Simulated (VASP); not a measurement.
# CrO2 (P6_3/mmc) in VASP: single point with PBEsol

Aim: the single point of CrO2 with PBEsol.

All numbers are computed with VASP 6.6.1; they aren't measurements. Logs are shortened: lines on timing, memory, paths and dates and some standing lists are left out, and cuts for length are marked.

## 1. The cell of the first run

Symmetry: P6_3/mmc, No. 194, hexagonal system. The conventional cell has a = 2.588 Å, b = 2.588 Å, c = 10.962 Å, α = 90.00°, β = 90.00°, γ = 120.00°. Cr (site symmetry -6m2) has 6 O at 1.88 Å and 6 Cr at 2.59 Å within 2.6 Å. Within 2.6 Å of O (site symmetry 3m) lie 3 Cr at 1.88 Å and 7 O at 2.30 to 2.59 Å.

## 2. Single point, PBEsol

File INCAR:

```
SYSTEM = CrO2
  PREC = Accurate
  ENCUT = 700
  EDIFF = 1E-6
  ISMEAR = 0
  SIGMA = 0.01
  LREAL = .False.
  LASPH = .True.
  NELM = 120
  ALGO = Normal
  ISIF = 2
  LWAVE = .False.
  LCHARG = .False.
  GGA = PS
  NBANDS = 35
  GGA_COMPAT = .False.
```

File KPOINTS:

```
regular mesh
0
Gamma
  18 18 4
  0 0 0
```

File POSCAR:

```
CrO2
1.0
    2.5875545350      0.0000000000      0.0000000000
   -1.2937772675      2.2408879610      0.0000000000
    0.0000000000      0.0000000000     10.9624474644
Cr O
2 4
Direct
    0.6666666667      0.3333333333      0.2500000000
    0.3333333333      0.6666666667      0.7500000000
    0.6666666667      0.3333333333      0.6452127640
    0.3333333333      0.6666666667      0.3547872360
    0.6666666667      0.3333333333      0.8547872360
    0.3333333333      0.6666666667      0.1452127640
```

Potentials or basis: VASP PAW PBE potentials, release 64 (Cr_sv, O).

The run is started by

```bash
cat potpaw_PBE.64/Cr_sv/POTCAR potpaw_PBE.64/O/POTCAR > POTCAR
mpirun -np 1 vasp_std > vasp.out
```

OUTCAR:

```text
SYSTEM = CrO2
   PREC = Accurate
   ENCUT = 700
   EDIFF = 1E-6
   ISMEAR = 0
   LREAL = .False.
   LASPH = .True.
   NELM = 120
   ISIF = 2
   GGA = PS

 ion  position               nearest neighbor table
   1  0.667  0.333  0.250-   4 1.88   6 1.88   4 1.88   6 1.88   4 1.88   6 1.88
   2  0.333  0.667  0.750-   3 1.88   5 1.88   3 1.88   5 1.88   3 1.88   5 1.88
   3  0.667  0.333  0.645-   2 1.88   2 1.88   2 1.88
   4  0.333  0.667  0.355-   1 1.88   1 1.88   1 1.88
   5  0.667  0.333  0.855-   2 1.88   2 1.88   2 1.88
   6  0.333  0.667  0.145-   1 1.88   1 1.88   1 1.88

  LATTYP: Found a hexagonal cell.
 ALAT       =     2.5875545350
 C/A-ratio  =     4.2366053801

  Lattice vectors:

 A1 = (   2.5875545350,   0.0000000000,   0.0000000000)
 A2 = (  -1.2937772675,   2.2408879610,   0.0000000000)
 A3 = (   0.0000000000,   0.0000000000,  10.9624474644)

Analysis of symmetry for initial positions (statically):
=====================================================================
 Subroutine PRICEL returns:
 Original cell was already a primitive cell.

 Routine SETGRP: Setting up the symmetry group for a
 hexagonal supercell.

 Subroutine GETGRP returns: Found 24 space group operations
 (whereof 12 operations were pure point group operations)
 out of a pool of 24 trial point group operations.

The static configuration has the point symmetry D_3d.
 The point group associated with its full space group is D_6h.

Analysis of symmetry for dynamics (positions and initial velocities):
=====================================================================
 Subroutine PRICEL returns:
 Original cell was already a primitive cell.

 Routine SETGRP: Setting up the symmetry group for a
 hexagonal supercell.

 Subroutine GETGRP returns: Found 24 space group operations
 (whereof 12 operations were pure point group operations)
 out of a pool of 24 trial point group operations.

The dynamic configuration has the point symmetry D_3d.
 The point group associated with its full space group is D_6h.

 Subroutine INISYM returns: Found 24 space group operations
 (whereof 12 operations are pure point group operations),
 and found     1 'primitive' translations

----------------------------------------------------------------------------------------

                                     Primitive cell

  volume of cell :      63.5649

  direct lattice vectors                    reciprocal lattice vectors
[... 98 lines left out ...]
   NSW    =      0    number of steps for IOM
   IBRION =     -1    ionic relax: 0-MD 1-quasi-New 2-CG
   NFREE  =      0    steps in history (QN), initial steepest desc. (CG)
   ISIF   =      2    stress and relaxation
   ISYM   =      2    0-nonsym 1-usesym 2-fastsym
   POTIM  = 0.5000    time-step for ionic-motion
   TEBEG  =    0.0;   TEEND  =   0.0 temperature during run
   PSTRESS=    0.0 pullay stress
   NELECT =      52.0000    total number of electrons
   NUPDOWN=      -1.0000    fix difference up-down
   EMIN   =  10.00;   EMAX   =-10.00  energy-range for DOS
   EFERMI =   0.00;   METHOD = LEGACY
   ISMEAR =     0;   SIGMA  =   0.01  broadening in eV -4-tet -1-fermi 0-gaus
   EFERMI_NEDOS =   21; number of points for ismear=-14 and -15
   IALGO  =     38    algorithm
   IMIX   =      4    mixing-type and parameters
     AMIX     =   0.40;   BMIX     =  1.00
     AMIX_MAG =   1.60;   BMIX_MAG =  1.00
  volume/ion in A,a.u.               =      10.59        71.49
  Fermi-wavevector in a.u.,A,eV,Ry     =   1.531100  2.893359 31.895691  2.344267
  Thomas-Fermi vector in A             =   2.638491
   LORBIT       =      0    0 simple, 1 ext, 2 COOP (PROOUT), +10 PAW based schemes
   GGA     = PS    functional components
   LHFCALC =     F    Hartree Fock is set to
   AEXX    =    0.0000 exact exchange contribution
   IVDW    =     0    specifies the selected vdW correction
   LEPSILON=     F    determine dielectric tensor
   LRPA    =     F    only Hartree local field effects (RPA)
 non-spin polarized calculation
 Gauss-broadening in eV      SIGMA  =   0.01
  energy-cutoff  :      700.00
  volume of cell :       63.56
 maximum number of plane-waves:      2724
 NGX is ok and might be reduce to    24
   NGX = 11   NGY = 11   NGZ = 47

 number of electron      51.9999982 magnetization

 Free energy of the ion-electron system (eV)
  ---------------------------------------------------
  ext. energy  EPLUGINS =         0.00000000
  ---------------------------------------------------
  free energy    TOTEN  =       -52.63006314 eV

  energy without entropy =      -52.63006314  energy(sigma->0) =      -52.63006314

 E-fermi :   5.5588     XC(G=0): -11.0266

 val. band max:        5.3953593548   @ k =   0.0000   0.0000   0.0000
 cond. band min:       5.7057080042   @ k =   0.3333   0.3333   0.2500
 fundamental gap:      0.3103486494
 Fermi energy:         5.5587618678

 k-point     1 :       0.0000    0.0000    0.0000
  band No.  band energies     occupation
      1     -67.5568      2.00000
      2     -67.5568      2.00000
      3     -38.9739      2.00000
      4     -38.9739      2.00000
      5     -38.7047      2.00000
      6     -38.7047      2.00000
[... 901 lines left out ...]
     34       8.5511      0.00000
     35      16.3536      0.00000

 [... further k-points ...]

------------------------ aborting loop because EDIFF is reached ----------------------------------------

  FORCE on cell =-STRESS in cart. coord.  units (eV):
  Direction    XX          YY          ZZ          XY          YZ          ZX
  --------------------------------------------------------------------------------------
  -------------------------------------------------------------------------------------
  Total       -0.0321073     -0.0321073     -0.0469310      0.0000000     -0.0000000      0.0000000
  in kB       -0.8092761     -0.8092761     -1.1829132      0.0000000     -0.0000000      0.0000000
  external PRESSURE =      -0.9338218 kB  Pullay stress =       0.0000000 kB

 VOLUME and BASIS-vectors are now :
 -----------------------------------------------------------------------------
  energy-cutoff  :      700.00
  volume of cell :       63.56
      direct lattice vectors                 reciprocal lattice vectors
     2.587554535  0.000000000  0.000000000     0.386465285  0.223125836  0.000000000
    -1.293777268  2.240887961  0.000000000     0.000000000  0.446251672  0.000000000
     0.000000000  0.000000000 10.962447464     0.000000000  0.000000000  0.091220506

 POSITION                                       TOTAL-FORCE (eV/Angst)
 -----------------------------------------------------------------------------------
      1.29378      0.74696      2.74061         0.000000      0.000000      0.000000
     -0.00000      1.49393      8.22184         0.000000     -0.000000      0.000000
      1.29378      0.74696      7.07311        -0.000000      0.000000     -0.022978
     -0.00000      1.49393      3.88934        -0.000000     -0.000000      0.022978
      1.29378      0.74696      9.37056        -0.000000      0.000000      0.022978
     -0.00000      1.49393      1.59189         0.000000     -0.000000     -0.022978
 -----------------------------------------------------------------------------------
    total drift:                               -0.000000      0.000000     -0.000000

  FREE ENERGIE OF THE ION-ELECTRON SYSTEM (eV)
  ---------------------------------------------------
  free  energy   TOTEN  =       -52.6300631380 eV

  energy  without entropy=      -52.6300631380  energy(sigma->0) =      -52.63006314
```

OSZICAR:

```text
N       E                     dE             d eps       ncg     rms          rms(c)
DAV:   1     0.101666110226E+04    0.10167E+04   -0.33828E+04  9775   0.486E+03
DAV:   2     0.403108139497E+02   -0.97635E+03   -0.94142E+03  9952   0.951E+02
DAV:   3    -0.586335729403E+02   -0.98944E+02   -0.96229E+02 10772   0.292E+02
DAV:   4    -0.653805184436E+02   -0.67469E+01   -0.66779E+01 14063   0.658E+01
DAV:   5    -0.668394518511E+02   -0.14589E+01   -0.14575E+01 12537   0.201E+01    0.440E+01
DAV:   6    -0.726162919144E+02   -0.57768E+01   -0.99270E+01 13996   0.183E+02    0.757E+01
DAV:   7    -0.526327989520E+02    0.19983E+02   -0.55035E+01 14270   0.148E+02    0.666E+00
DAV:   8    -0.525812436621E+02    0.51555E-01   -0.47614E+00 13018   0.209E+01    0.440E+00
DAV:   9    -0.526267256400E+02   -0.45482E-01   -0.72478E-01 13883   0.487E+00    0.240E+00
DAV:  10    -0.526374993507E+02   -0.10774E-01   -0.14484E-01 14462   0.594E+00    0.135E+00
DAV:  11    -0.526303104499E+02    0.71889E-02   -0.48548E-02 14973   0.415E+00    0.398E-01
DAV:  12    -0.526303825751E+02   -0.72125E-04   -0.51506E-03 14777   0.140E+00    0.250E-01
DAV:  13    -0.526300545866E+02    0.32799E-03   -0.97665E-04 14618   0.530E-01    0.216E-01
DAV:  14    -0.526300713761E+02   -0.16789E-04   -0.96197E-05 10920   0.107E-01    0.123E-01
DAV:  15    -0.526300675908E+02    0.37853E-05   -0.23662E-05 14119   0.514E-02    0.795E-02
DAV:  16    -0.526300648046E+02    0.27862E-05   -0.41497E-06  7811   0.172E-02    0.479E-02
DAV:  17    -0.526300631951E+02    0.16095E-05   -0.40176E-06  8417   0.323E-02    0.620E-03
DAV:  18    -0.526300631380E+02    0.57138E-07   -0.11459E-06  4982   0.117E-02
   1 F= -.52630063E+02 E0= -.52630063E+02  d E =-.113517E-97
```

It took 6.7 min on 1 thread of Intel Xeon Platinum 8259CL at 2.50GHz (Skylake/Cascade Lake), shared host; peak memory 0.43 GiB.

Results:

| Item | Value |
| --- | --- |
| Free energy | -52.6301 eV |
| Pressure | -0.1 GPa |
| Largest force | 0.023 eV/Å |
| Band gap on the k mesh | 0.31 eV (least direct gap 1.56 eV) |

Forces in eV/Å, atoms in the order of the input:
```
Cr   0.000  0.000  0.000
Cr   0.000  0.000  0.000
O    0.000  0.000 -0.023
O    0.000  0.000  0.023
O    0.000  0.000  0.023
O    0.000  0.000 -0.023
```

Levels at points of the mesh, in eV from the valence-band top:
| k point | band 24 | band 25 | band 26 | band 27 | band 28 | band 29 |
| --- | --- | --- | --- | --- | --- | --- |
| (0.00, 0.00, 0.00) | -2.49 | -0.32 | 0.00 | 1.56 | 1.56 | 1.57 |
| (0.50, 0.00, 0.00) | -2.88 | -1.35 | -1.32 | 0.95 | 0.96 | 1.26 |
| (0.00, 0.00, 0.50) | -2.89 | -0.14 | -0.14 | 1.56 | 1.56 | 1.56 |
| (0.50, 0.00, 0.50) | -2.89 | -1.34 | -1.34 | 0.96 | 0.96 | 1.27 |

Caveat: the PAW data sets were made with another functional, which shifts forces and pressure a little; the run has no spin polarisation, though such a crystal can be magnetic. A k mesh can miss the band edges.
